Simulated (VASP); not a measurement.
## LiH (zincblende type): single point with PBE

The system is LiH (zincblende type).

```
CELL_PARAMETERS angstrom
0.00000 2.14485 2.14485
2.14485 0.00000 2.14485
2.14485 2.14485 0.00000
ATOMIC_POSITIONS crystal
Li 0.00000 0.00000 0.00000
H 0.25000 0.25000 0.25000
```

```
Program             : VASP 6.6.1
Task                : single point
Functional          : PBE
Potentials or basis : VASP PAW PBE potentials, release 64 (Li_sv, H)
Cutoff              : 520 eV
k mesh              : 13 × 13 × 13
Occupations         : fermi-dirac, width 0.05 eV
Spin                : no spin polarisation
```

* Band gap on the k mesh: 4.33 eV (least direct gap 5.29 eV)

Levels at points of the mesh, in eV from the valence-band top:
```csv
k point,band 1,band 2,band 3,band 4,band 5,band 6,band 7
"(0.00, 0.00, 0.00)",-43.31,-3.65,13.12,17.32,17.32,17.32,19.88
```

Run time: 18 s on 1 thread of Intel Xeon 8259CL, on a shared host, peak memory 0.14 GiB.

Caveat: an odd mesh through Γ misses points on the zone boundary, where band edges can lie.
